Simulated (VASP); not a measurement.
# MoS: single point with PBE+U

Crystal: MoS.

```xyz
4
Lattice="3.8165 0.0000 0.0000 -1.9082 3.3052 0.0000 0.0000 0.0000 6.6448" Properties=species:S:1:pos:R:3 pbc="T T T"
Mo    0.0000    0.0000    0.0000
Mo    0.0000    0.0000    3.3224
S     0.0000    2.2034    1.6612
S     1.9082    1.1017    4.9836
```

- Program: VASP 6.6.1
- Task: single point
- Functional: PBE
- Potentials or basis: VASP PAW PBE potentials, release 64 (Mo_sv, S)
- Cutoff: 520 eV
- k mesh: 12 × 12 × 6
- Occupations: gaussian, width 0.1 eV
- Spin: collinear spin
- Starting moments: [2.0, -2.0, 0.0, 0.0] μB
- Hubbard terms: Mo d U = 4.38 eV
- Dipole correction: no
- Further INCAR settings: ALGO = Fast; EDIFF = 1e-07; NBANDS = 32

```yaml
Pressure: -7.6 GPa
Band_gap_on_the_k_mesh: zero (filled and empty bands overlap)
Net_moment: 0.00 μB per cell
Site_moments: Mo +3.24, -3.24; S +0.00 μB
Valence_electrons_inside_the_program's_atomic_spheres: Mo 12.09; S 3.67
```

Stress tensor (GPa, compression positive):
```
-6.41  0.00  0.00
 0.00 -6.41  0.00
 0.00  0.00 -9.98
```

Levels at points of the mesh, in eV from the Fermi level:
Spin up:
```
           k point  band 17  band 18  band 19  band 20  band 21  band 22  band 23  band 24
(0.00, 0.00, 0.00)    -2.87    -2.46    -2.46    -0.61    -0.61     1.12     2.35     2.35
(0.50, 0.00, 0.00)    -3.42    -2.28    -1.99    -0.03    -0.02     1.29     3.22     3.47
(0.00, 0.00, 0.50)    -2.98    -2.98    -2.72     0.44     0.44     1.20     1.97     1.97
(0.50, 0.00, 0.50)    -3.49    -2.27    -1.91     0.33     0.53     1.03     2.39     2.50
```
Spin down:
```tsv
k point	band 17	band 18	band 19	band 20	band 21	band 22	band 23	band 24
(0.00, 0.00, 0.00)	-2.87	-2.46	-2.46	-0.61	-0.61	1.12	2.35	2.35
(0.50, 0.00, 0.00)	-3.42	-2.28	-1.99	-0.03	-0.02	1.29	3.22	3.47
(0.00, 0.00, 0.50)	-2.98	-2.98	-2.72	0.44	0.44	1.20	1.97	1.97
(0.50, 0.00, 0.50)	-3.49	-2.27	-1.91	0.33	0.53	1.03	2.39	2.50
```

Eigenvalues of the final occupation matrices:
```tsv
site	spin	trace	eigenvalues
site 1 d	1	3.55	0.52 0.52 0.82 0.85 0.85
site 1 d	2	0.34	0.04 0.04 0.04 0.11 0.11
site 2 d	1	0.34	0.04 0.04 0.04 0.11 0.11
site 2 d	2	3.55	0.52 0.52 0.82 0.85 0.85
```

Wall time 7.3 min on 1 thread of Oxide Virtual Turin-like Processor, with other jobs on the host, peak memory 0.38 GiB.

Caveat: the cell stands under tension.
